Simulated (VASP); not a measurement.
# ZnAu2 (I4/mmm) in VASP: further runs

The runs below take ZnAu2 through single point, relaxation of cell and atoms, with PBE.

Everything below comes from runs of VASP 6.6.1. Logs are shortened: lines on timing, memory, paths and dates and some standing lists are left out, and cuts for length are marked.

### Step 1. The cell of the first run

It takes space group I4/mmm (No. 139, tetragonal). The conventional cell has a = 3.264 Å, b = 3.264 Å, c = 9.445 Å, α = 90.00°, β = 90.00°, γ = 90.00°. Zn (site symmetry 4/mmm) has 10 Au at 2.73 to 3.26 Å and 4 Zn at 3.26 Å within 3.6 Å. Au (site symmetry 4mm) has 5 Zn at 2.73 to 3.26 Å and 9 Au at 2.92 to 3.26 Å within 3.6 Å.

### Step 2. Single point, PBE

INCAR reads:

```
PREC = Accurate
ENCUT = 500
EDIFF = 1E-6
ISMEAR = 0
SIGMA = 0.1
LREAL = False
LASPH = True
NELM = 120
ALGO = Normal
ISIF = 2
LWAVE = False
LCHARG = False
GGA = PE
NBANDS = 24
GGA_COMPAT = False
```

KPOINTS reads:

```
regular mesh
0
Gamma
  8 8 8
```

POSCAR reads:

```
ZnAu2
1.0
   -1.6319833487      1.6319833487      4.7222864699
    1.6319833487     -1.6319833487      4.7222864699
    1.6319833487      1.6319833487     -4.7222864699
Zn Au
1 2
Direct
    0.0000000000      0.0000000000      0.0000000000
    0.6545765888      0.6545765888      0.0000000000
    0.3454234112      0.3454234112      0.0000000000
```

Potentials or basis: VASP PAW PBE potentials, release 64 (Zn, Au).

Launch:

```bash
$ cat potpaw_PBE.64/Zn/POTCAR potpaw_PBE.64/Au/POTCAR > POTCAR
$ mpirun -np 1 vasp_std > vasp.out
```

OUTCAR:

```text
PREC = Accurate
   ENCUT = 500
   EDIFF = 1E-6
   ISMEAR = 0
   LREAL = False
   LASPH = True
   NELM = 120
   ISIF = 2
   GGA = PE

 ion  position               nearest neighbor table
   1  0.000  0.000  0.000-   2 2.73   2 2.73   2 2.73   3 2.73   2 2.73   3 2.73   3 2.73   3 2.73
                             2 3.26   3 3.26
   2  0.655  0.655  0.000-   1 2.73   1 2.73   1 2.73   1 2.73   3 2.92   3 2.93   3 2.93   3 2.93
                             3 2.93   1 3.26
   3  0.345  0.345  0.000-   1 2.73   1 2.73   1 2.73   1 2.73   2 2.92   2 2.93   2 2.93   2 2.93
                             2 2.93   1 3.26

  LATTYP: Found a body centered tetragonal cell.
 ALAT       =     3.2639666974
 C/A-ratio  =     2.8935874092

  Lattice vectors:

 A1 = (  -1.6319833487,   1.6319833487,   4.7222864699)
 A2 = (   1.6319833487,  -1.6319833487,   4.7222864699)
 A3 = (   1.6319833487,   1.6319833487,  -4.7222864699)

Analysis of symmetry for initial positions (statically):
=====================================================================
 Subroutine PRICEL returns:
 Original cell was already a primitive cell.

 Routine SETGRP: Setting up the symmetry group for a
 body centered tetragonal supercell.

 Subroutine GETGRP returns: Found 16 space group operations
 (whereof 16 operations were pure point group operations)
 out of a pool of 16 trial point group operations.

The static configuration has the point symmetry D_4h.

Analysis of symmetry for dynamics (positions and initial velocities):
=====================================================================
 Subroutine PRICEL returns:
 Original cell was already a primitive cell.

 Routine SETGRP: Setting up the symmetry group for a
 body centered tetragonal supercell.

 Subroutine GETGRP returns: Found 16 space group operations
 (whereof 16 operations were pure point group operations)
 out of a pool of 16 trial point group operations.

The dynamic configuration has the point symmetry D_4h.

 Subroutine INISYM returns: Found 16 space group operations
 (whereof 16 operations are pure point group operations),
 and found     1 'primitive' translations

----------------------------------------------------------------------------------------

                                     Primitive cell

  volume of cell :      50.3088

[... 87 lines left out ...]
   LASPH  =      T    aspherical Exc in radial PAW
   ENCUT  =  500.0 eV  36.75 Ry    6.06 a.u.   9.58  9.58  9.58*2*pi/ulx,y,z
   NELM   =    120;   NELMIN=  2; NELMDL= -5     # of ELM steps
   EDIFF  = 0.1E-05   stopping-criterion for ELM
   LREAL  =      F    real-space projection
   EDIFFG = 0.1E-04   stopping-criterion for IOM
   NSW    =      0    number of steps for IOM
   IBRION =     -1    ionic relax: 0-MD 1-quasi-New 2-CG
   NFREE  =      0    steps in history (QN), initial steepest desc. (CG)
   ISIF   =      2    stress and relaxation
   ISYM   =      2    0-nonsym 1-usesym 2-fastsym
   POTIM  = 0.5000    time-step for ionic-motion
   TEBEG  =    0.0;   TEEND  =   0.0 temperature during run
   PSTRESS=    0.0 pullay stress
   NELECT =      34.0000    total number of electrons
   NUPDOWN=      -1.0000    fix difference up-down
   EMIN   =  10.00;   EMAX   =-10.00  energy-range for DOS
   EFERMI =   0.00;   METHOD = LEGACY
   ISMEAR =     0;   SIGMA  =   0.10  broadening in eV -4-tet -1-fermi 0-gaus
   EFERMI_NEDOS =   21; number of points for ismear=-14 and -15
   IALGO  =     38    algorithm
   IMIX   =      4    mixing-type and parameters
     AMIX     =   0.40;   BMIX     =  1.00
     AMIX_MAG =   1.60;   BMIX_MAG =  1.00
  volume/ion in A,a.u.               =      16.77       113.17
  Fermi-wavevector in a.u.,A,eV,Ry     =   1.436657  2.714889 28.082214  2.063984
  Thomas-Fermi vector in A             =   2.555821
   LORBIT       =      0    0 simple, 1 ext, 2 COOP (PROOUT), +10 PAW based schemes
   GGA     = PE    functional components
   LHFCALC =     F    Hartree Fock is set to
   AEXX    =    0.0000 exact exchange contribution
   IVDW    =     0    specifies the selected vdW correction
   LEPSILON=     F    determine dielectric tensor
   LRPA    =     F    only Hartree local field effects (RPA)
 non-spin polarized calculation
 Gauss-broadening in eV      SIGMA  =   0.10
  energy-cutoff  :      500.00
  volume of cell :       50.31
 maximum number of plane-waves:      1292
 NGX is ok and might be reduce to    40
   NGX = 19   NGY = 19   NGZ = 19

 number of electron      34.0000001 magnetization

 Free energy of the ion-electron system (eV)
  ---------------------------------------------------
  ext. energy  EPLUGINS =         0.00000000
  ---------------------------------------------------
  free energy    TOTEN  =        -8.04439661 eV

  energy without entropy =       -8.04072078  energy(sigma->0) =       -8.04255869

 E-fermi :   7.2436     XC(G=0): -12.2482

 val. band max:        7.1834361352   @ k =  -0.3750   0.3750   0.1250
 cond. band min:       7.2782386411   @ k =   0.5000   0.5000   0.1250
 fundamental gap:      0.0948025059
 Fermi energy:         7.2435705922

 k-point     1 :       0.0000    0.0000    0.0000
  band No.  band energies     occupation
      1      -2.6101      2.00000
      2      -0.2732      2.00000
      3      -0.1223      2.00000
      4       0.0882      2.00000
      5       0.1232      2.00000
      6       0.1232      2.00000
[... 637 lines left out ...]
     23      16.2461      0.00000
     24      17.2219      0.00000

 [... further k-points ...]

------------------------ aborting loop because EDIFF is reached ----------------------------------------

  FORCE on cell =-STRESS in cart. coord.  units (eV):
  Direction    XX          YY          ZZ          XY          YZ          ZX
  --------------------------------------------------------------------------------------
  -------------------------------------------------------------------------------------
  Total        0.0639260      0.0639260      0.0650674      0.0000000     -0.0000000     -0.0000000
  in kB        2.0358437      2.0358437      2.0721926      0.0000000     -0.0000000     -0.0000000
  external PRESSURE =       2.0479600 kB  Pullay stress =       0.0000000 kB

 VOLUME and BASIS-vectors are now :
 -----------------------------------------------------------------------------
  energy-cutoff  :      500.00
  volume of cell :       50.31
      direct lattice vectors                 reciprocal lattice vectors
    -1.631983349  1.631983349  4.722286470     0.000000000  0.306375675  0.105880912
     1.631983349 -1.631983349  4.722286470     0.306375675  0.000000000  0.105880912
     1.631983349  1.631983349 -4.722286470     0.306375675  0.306375675  0.000000000

 POSITION                                       TOTAL-FORCE (eV/Angst)
 -----------------------------------------------------------------------------------
      0.00000      0.00000      0.00000         0.000000      0.000000     -0.000000
      0.00000      0.00000      6.18220         0.000000      0.000000      0.006212
      0.00000      0.00000      3.26238        -0.000000     -0.000000     -0.006212
 -----------------------------------------------------------------------------------
    total drift:                                0.000000     -0.000000      0.000000

  FREE ENERGIE OF THE ION-ELECTRON SYSTEM (eV)
  ---------------------------------------------------
  free  energy   TOTEN  =        -8.0443966054 eV

  energy  without entropy=       -8.0407207826  energy(sigma->0) =       -8.04255869
```

OSZICAR:

```text
N       E                     dE             d eps       ncg     rms          rms(c)
DAV:   1     0.230668910183E+03    0.23067E+03   -0.16870E+04  2864   0.171E+03
DAV:   2     0.177297372644E+01   -0.22890E+03   -0.21191E+03  2960   0.361E+02
DAV:   3    -0.863993934942E+01   -0.10413E+02   -0.10300E+02  3328   0.824E+01
DAV:   4    -0.874823696751E+01   -0.10830E+00   -0.10828E+00  3272   0.792E+00
DAV:   5    -0.874967750642E+01   -0.14405E-02   -0.14405E-02  3392   0.913E-01    0.107E+01
DAV:   6    -0.809426653390E+01    0.65541E+00   -0.15894E+00  3224   0.124E+01    0.699E+00
DAV:   7    -0.805304011555E+01    0.41226E-01   -0.71595E-02  3928   0.440E+00    0.357E+00
DAV:   8    -0.804452572951E+01    0.85144E-02   -0.17389E-02  3256   0.116E+00    0.186E-01
DAV:   9    -0.804439325789E+01    0.13247E-03   -0.86313E-04  3168   0.316E-01    0.722E-02
DAV:  10    -0.804439202507E+01    0.12328E-05   -0.93958E-05  3424   0.107E-01    0.301E-02
DAV:  11    -0.804439697917E+01   -0.49541E-05   -0.14637E-05  3152   0.384E-02    0.803E-03
DAV:  12    -0.804439660541E+01    0.37376E-06   -0.34100E-07  2024   0.115E-02
   1 F= -.80443966E+01 E0= -.80425587E+01  d E =-.367582E-02
```

It took 81 s on 1 thread of Intel Xeon Platinum 8259CL at 2.50GHz (Skylake/Cascade Lake), shared host; peak memory 0.27 GiB.

Results:

```
Free energy            : -8.0444 eV
Pressure               : 0.2 GPa
Largest force          : 0.006 eV/Å
Band gap on the k mesh : zero (bands 17 and 18 overlap by 3.76 eV)
```

Forces on the atoms (eV/Å):
```
Zn   0.000  0.000  0.000
Au   0.000  0.000  0.006
Au   0.000  0.000 -0.006
```

Caveat: spin-orbit coupling is left out, which moves the levels of the heavy elements.

### Step 3. Relaxation of cell and atoms, PBE

This run uses another cell than the first one, of 16.37 Å³/atom.

INCAR reads:

```
SYSTEM = ZnAu2
PREC     = Accurate       ! precision mode
ENCUT    = 500            ! plane-wave cutoff, eV
EDIFF    = 1E-7           ! SCF threshold, eV
ISMEAR   = 0              ! smearing method
SIGMA    = 0.1            ! smearing width, eV
LREAL    = .False.        ! projectors in reciprocal space
LASPH    = .True.         ! aspherical terms in the spheres
NELM     = 120            ! most SCF steps
ALGO     = Normal         ! electronic algorithm
ISIF     = 3              ! what is computed and relaxed
LWAVE    = .False.        ! write WAVECAR
LCHARG   = .False.        ! write CHGCAR
GGA      = PE             ! functional
IBRION   = 2              ! ionic algorithm
NSW      = 90             ! ionic steps
EDIFFG   = -0.04          ! ionic threshold
GGA_COMPAT= .False.      
NELMIN   = 4
```

KPOINTS reads:

```
Automatic mesh
0
Gamma
  8 8 8
  0 0 0
```

POSCAR reads:

```
ZnAu2
1.0
   -1.7104003211      1.7104003211      4.1958257877
    1.7104003211     -1.7104003211      4.1958257877
    1.7104003211      1.7104003211     -4.1958257877
Zn Au
1 2
Direct
    0.0000000000      0.0000000000      0.0000000000
    0.6650000000      0.6650000000      0.0000000000
    0.3350000000      0.3350000000      0.0000000000
```

Potentials or basis: VASP PAW PBE potentials, release 64 (Zn, Au).

Launch:

```bash
$ cat potpaw_PBE.64/Zn/POTCAR potpaw_PBE.64/Au/POTCAR > POTCAR
$ mpirun -np 1 vasp_std > vasp.out
```

OUTCAR:

```text
SYSTEM = ZnAu2
   PREC = Accurate
   ENCUT = 500
   EDIFF = 1E-7
   ISMEAR = 0
   LREAL = .False.
   LASPH = .True.
   NELM = 120
   ISIF = 3
   GGA = PE
   IBRION = 2
   NSW = 90
   EDIFFG = -0.04
   NELMIN = 4

 ion  position               nearest neighbor table
   1  0.000  0.000  0.000-   2 2.79   3 2.79   2 2.79   3 2.79   2 2.79   3 2.79   3 2.79   2 2.79
                             2 2.81   3 2.81
   2  0.665  0.665  0.000-   3 2.77   1 2.79   1 2.79   1 2.79   1 2.79   3 2.81   3 2.81   3 2.81
                             3 2.81   1 2.81
   3  0.335  0.335  0.000-   2 2.77   1 2.79   1 2.79   1 2.79   1 2.79   2 2.81   2 2.81   2 2.81
                             2 2.81   1 2.81

  LATTYP: Found a body centered tetragonal cell.
 ALAT       =     3.4208006422
 C/A-ratio  =     2.4531250000

  Lattice vectors:

 A1 = (  -1.7104003211,   1.7104003211,   4.1958257877)
 A2 = (   1.7104003211,  -1.7104003211,   4.1958257877)
 A3 = (   1.7104003211,   1.7104003211,  -4.1958257877)

Analysis of symmetry for initial positions (statically):
=====================================================================
 Subroutine PRICEL returns:
 Original cell was already a primitive cell.

 Routine SETGRP: Setting up the symmetry group for a
 body centered tetragonal supercell.

 Subroutine GETGRP returns: Found 16 space group operations
 (whereof 16 operations were pure point group operations)
 out of a pool of 16 trial point group operations.

The static configuration has the point symmetry D_4h.

Analysis of symmetry for dynamics (positions and initial velocities):
=====================================================================
 Subroutine PRICEL returns:
 Original cell was already a primitive cell.

 Routine SETGRP: Setting up the symmetry group for a
 body centered tetragonal supercell.

[... 146 lines left out ...]

 number of electron      34.0000001 magnetization

 Free energy of the ion-electron system (eV)
  ---------------------------------------------------
  ext. energy  EPLUGINS =         0.00000000
  ---------------------------------------------------
  free energy    TOTEN  =        -7.88610797 eV

  energy without entropy =       -7.88238981  energy(sigma->0) =       -7.88424889

------------------------ aborting loop because EDIFF is reached ----------------------------------------

  FORCE on cell =-STRESS in cart. coord.  units (eV):
  Direction    XX          YY          ZZ          XY          YZ          ZX
  --------------------------------------------------------------------------------------
  -------------------------------------------------------------------------------------
  Total        1.3063044      1.3063044      2.7740836      0.0000000     -0.0000000      0.0000000
  in kB       42.6267283     42.6267283     90.5226285      0.0000000     -0.0000000      0.0000000
  external PRESSURE =      58.5920284 kB  Pullay stress =       0.0000000 kB
[... 92 lines left out ...]
  FREE ENERGIE OF THE ION-ELECTRON SYSTEM (eV)
  ---------------------------------------------------
  free  energy   TOTEN  =        -7.9361108223 eV

  energy  without entropy=       -7.9323670737  energy(sigma->0) =       -7.93423895

[... ionic steps 4 to 11 ...]

--------------------------------------- Ionic step       12  -------------------------------------------

 number of electron      34.0000006 magnetization

------------------------ aborting loop because EDIFF is reached ----------------------------------------
[... 69 lines left out ...]
--------------------------------------- Ionic step       14  -------------------------------------------

 number of electron      34.0000003 magnetization

 Free energy of the ion-electron system (eV)
  ---------------------------------------------------
  ext. energy  EPLUGINS =         0.00000000
  ---------------------------------------------------
  free energy    TOTEN  =        -8.04296916 eV

  energy without entropy =       -8.03933067  energy(sigma->0) =       -8.04114991

 E-fermi :   7.1845     XC(G=0): -12.2280

 val. band max:        7.1298022452   @ k =  -0.3750   0.3750   0.1250
 cond. band min:       7.2112597199   @ k =   0.5000   0.5000   0.1250
 fundamental gap:      0.0814574747
 Fermi energy:         7.1844637728

 k-point     1 :       0.0000    0.0000    0.0000
  band No.  band energies     occupation
      1      -2.6231      2.00000
      2      -0.3034      2.00000
      3      -0.1523      2.00000
      4       0.0470      2.00000
      5       0.0866      2.00000
      6       0.0866      2.00000
[... 565 lines left out ...]
     20      12.7293      0.00000
     21      12.7907      0.00000

 [... further k-points ...]

------------------------ aborting loop because EDIFF is reached ----------------------------------------

  FORCE on cell =-STRESS in cart. coord.  units (eV):
  Direction    XX          YY          ZZ          XY          YZ          ZX
  --------------------------------------------------------------------------------------
  -------------------------------------------------------------------------------------
  Total       -0.0908587     -0.0908587     -0.0026257      0.0000000     -0.0000000     -0.0000000
  in kB       -2.8834408     -2.8834408     -0.0833263      0.0000000     -0.0000000     -0.0000000
  external PRESSURE =      -1.9500693 kB  Pullay stress =       0.0000000 kB
[... 18 lines left out ...]
  FREE ENERGIE OF THE ION-ELECTRON SYSTEM (eV)
  ---------------------------------------------------
  free  energy   TOTEN  =        -8.0429691565 eV

  energy  without entropy=       -8.0393306679  energy(sigma->0) =       -8.04114991

 reached required accuracy - stopping structural energy minimisation
```

OSZICAR:

```text
N       E                     dE             d eps       ncg     rms          rms(c)
DAV:   1     0.245691317397E+03    0.24569E+03   -0.17247E+04  2486   0.198E+03
DAV:   2     0.376412868416E+01   -0.24193E+03   -0.22747E+03  2631   0.402E+02
DAV:   3    -0.843269183282E+01   -0.12197E+02   -0.11961E+02  2814   0.958E+01
DAV:   4    -0.858475198885E+01   -0.15206E+00   -0.15174E+00  2783   0.102E+01
[... 136 lines left out ...]
DAV:   3    -0.804321445667E+01    0.44800E-03   -0.13617E-03  2638   0.306E-01    0.113E-01
DAV:   4    -0.804298030011E+01    0.23416E-03   -0.69995E-04  2719   0.213E-01    0.289E-02
DAV:   5    -0.804297042035E+01    0.98798E-05   -0.50574E-05  2776   0.787E-02    0.145E-02
DAV:   6    -0.804296918537E+01    0.12350E-05   -0.43324E-06  2934   0.264E-02    0.549E-03
DAV:   7    -0.804296915654E+01    0.28829E-07   -0.42223E-07  2386   0.569E-03
  14 F= -.80429692E+01 E0= -.80411499E+01  d E =-.727220E-02
```

CONTCAR:

```text
ZnAu2
   1.00000000000000
    -1.6371449290989466    1.6371449290989466    4.7090338192338939
     1.6371449290989466   -1.6371449290989466    4.7090338192338939
     1.6371449290989466    1.6371449290989466   -4.7090338192338939
  Zn              Au
     1     2
Direct
     0.0000000000000000    0.0000000000000000    0.0000000000000000
     0.6546161832246922    0.6546161832246922    0.0000000000000000
     0.3453838167753078    0.3453838167753078    0.0000000000000000

  0.00000000E+00  0.00000000E+00  0.00000000E+00
  0.00000000E+00  0.00000000E+00  0.00000000E+00
  0.00000000E+00  0.00000000E+00  0.00000000E+00
```

Run time: 9.6 min. Hardware: 1 thread of Intel Xeon Platinum 8259CL at 2.50GHz (Skylake/Cascade Lake), shared host; peak memory 0.25 GiB.

Results:

| Item | Value |
| --- | --- |
| Free energy | -8.0430 eV |
| Relaxed volume | 16.83 Å³/atom |
| Relaxed cell | a = 5.247 Å, b = 5.247 Å, c = 5.247 Å, α = 143.64°, β = 143.64°, γ = 52.36° |
| Space group after relaxing (to 0.1 Å) | I4/mmm (No. 139) |
| Energy gained by relaxing | 52.3 meV/atom |
| Ionic steps | 14 |
| Pressure after relaxing | -0.2 GPa |
| Largest force after relaxing | 0.011 eV/Å |
| Band gap on the k mesh | zero (bands 17 and 18 overlap by 3.81 eV) |

Forces on the atoms (eV/Å):
```
Zn   0.000  0.000  0.000
Au   0.000  0.000  0.011
Au   0.000  0.000 -0.011
```

Step by step:
```
step  energy change (eV)  largest force (eV/Å)  pressure (GPa)  volume (Å³)
   1              0.0000                0.3335            5.86        49.10
   2             -0.0207                0.2176           -4.96        53.47
   3             -0.0500                0.2569           -0.84        51.48
   4             -0.0665                0.2033           -0.77        51.28
   5             -0.1113                0.0231            0.13        50.66
   6             -0.1133                0.6621            3.87        49.20
   7             -0.1382                0.2264            1.34        50.06
   8             -0.1382                0.3818            2.14        49.75
   9             -0.1395                0.3199            1.82        49.87
  10             -0.1479                0.3026            0.85        50.19
  11             -0.1494                0.2943           -0.02        50.50
  12             -0.1496                0.2960            0.17        50.44
  13             -0.1527                0.2228            0.05        50.45
  14             -0.1569                0.0113           -0.20        50.49
```

Final structure:
```
Zn Au
1.0
    -1.63714    1.63714    4.70903
     1.63714   -1.63714    4.70903
     1.63714    1.63714   -4.70903
Zn Au
1 2
Direct
  0.00000 0.00000 0.00000
  0.65462 0.65462 0.00000
  0.34538 0.34538 0.00000
```

Caveat: spin-orbit coupling is left out, which moves the levels of the heavy elements.

The gap in the log of VASP goes by the Fermi energy; the results here count the filled bands.